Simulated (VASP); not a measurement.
Runs of VASP 6.6.1 on Si. The structure is that of space group I4/mmm (No. 139), or close to it. The cells are those of the table. 

```csv
level,potentials or basis,cell,gap on the mesh (eV),pressure (GPa),largest force (eV/Å)
PBEsol,"VASP PAW PBE potentials, release 64 (Si)","a = 5.114 Å, angles 98.2, 98.2, 135.5°, 4 atoms",0.16,-1.9,0.04
LDA,"VASP PAW LDA potentials, release 64 (Si)","a = 5.081 Å, angles 98.2, 98.2, 135.5°, 4 atoms",0.15,(c),0.02
LDA,"VASP PAW LDA potentials, release 64 (Si)","a = 5.147 Å, angles 98.2, 98.2, 135.5°, 4 atoms",0.15,(d),0.07
LDA,"VASP PAW LDA potentials, release 64 (Si)","a = 4.977 Å, angles 98.2, 98.2, 135.5°, 4 atoms",0.03,3.9,0.07
LDA,"VASP PAW LDA potentials, release 64 (Si)","a = 5.012 Å, angles 98.2, 98.2, 135.5°, 4 atoms",0.10,(b),0.04
PBEsol,"VASP PAW PBE potentials, release 64 (Si)","a = 5.081 Å, angles 98.2, 98.2, 135.5°, 4 atoms",0.16,-0.2,0.01
LDA,"VASP PAW LDA potentials, release 64 (Si)","a = 5.114 Å, angles 98.2, 98.2, 135.5°, 4 atoms",0.15,(a),0.05
PBEsol,"VASP PAW PBE potentials, release 64 (Si)","a = 4.977 Å, angles 98.2, 98.2, 135.5°, 4 atoms",0.01,5.8,0.08
```

Alike in all rows: task single point; no spin polarisation; k mesh 8 × 8 × 8; cutoff (eV) 520; smearing fermi-dirac 0.05 eV.

Problem. Fill in the values left out.

Solution. (a) -3.4; (b) 1.8; (c) -1.8; (d) -4.7.

Caveats: semilocal functionals underestimate gaps, and a narrow one can read as zero; the PAW data sets were made with another functional, which shifts forces and pressure a little (at least some runs); the cell stands under tension (at least some runs); the cell stands under pressure (at least some runs); the smearing spreads over this small gap (at least some runs).

A k mesh can miss the band edges.
